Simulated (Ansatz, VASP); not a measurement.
# H: VASP beside Ansatz

The input INCAR:

```
SYSTEM = H
ALGO = Normal ; EDIFF = 1E-7
EDIFFG = -0.01 ; ENCUT = 600
GGA = PE ; IBRION = 2
ISIF = 3 ; ISMEAR = 0
LASPH = .True. ; LCHARG = .False.
LREAL = .False. ; LWAVE = .False.
NELM = 100 ; NSW = 100
PREC = Accurate ; SIGMA = 0.02
```

File KPOINTS:

```
k-points
0
Gamma
  6 6 22
  0 0 0
```

Contents of POSCAR:

```
H
1.0
    5.7457936655      0.0000000000      0.0000000000
   -2.8728968328      4.9760032792      0.0000000000
    0.0000000000      0.0000000000      0.9793081815
H
2
Direct
    0.3333333333      0.6666666667      0.2500000000
    0.6666666667      0.3333333333      0.7500000000
```

Input for Ansatz:

```yaml
crystal:
  lattice:
    - [5.7457936655, 0.0, 0.0]
    - [-2.8728968328, 4.9760032792, 0.0]
    - [0.0, 0.0, 0.9793081815]
  atoms:
    - { symbol: H, position: [0.3333333333, 0.6666666667, 0.25] }
    - { symbol: H, position: [0.6666666667, 0.3333333333, 0.75] }
basis:
  ecutwfc: 420
kpoints:
  mp_grid: { grid: [6, 6, 22] }
hamiltonian:
  xc: pbe
scf:
  occupations: { method: gaussian, width: 0.02 }
output:
  forces: true
  stress: true
  eigenvalues: true
relax:
  adjacent_minimum: "off"
  f_tol: 0.01
  max_steps: 80
  cell: { stress_tol: 0.05 }
```

Alike in both runs: task relaxation of cell and atoms; functional PBE; k mesh 6 × 6 × 22; occupations gaussian, width 0.02 eV; no spin polarisation.

|  | VASP | Ansatz |
| --- | --- | --- |
| version | VASP 6.6.1 | Ansatz 0.2.0 |
| potentials or method | VASP PAW PBE potentials, release 64 (H), cutoff 600 eV | scalar-relativistic, plane waves, PAW |
| valence electrons in the cell | 2 | 2 |

VASP gave:

```
relaxed volume (Å³/atom)                                     : 14.07
relaxed cell length with the largest relative difference (Å) : 0.984
```

Q: Estimate Ansatz's values.

A: Relaxed volume (Å³/atom): 14.10; relaxed cell length with the largest relative difference (Å): 0.985.
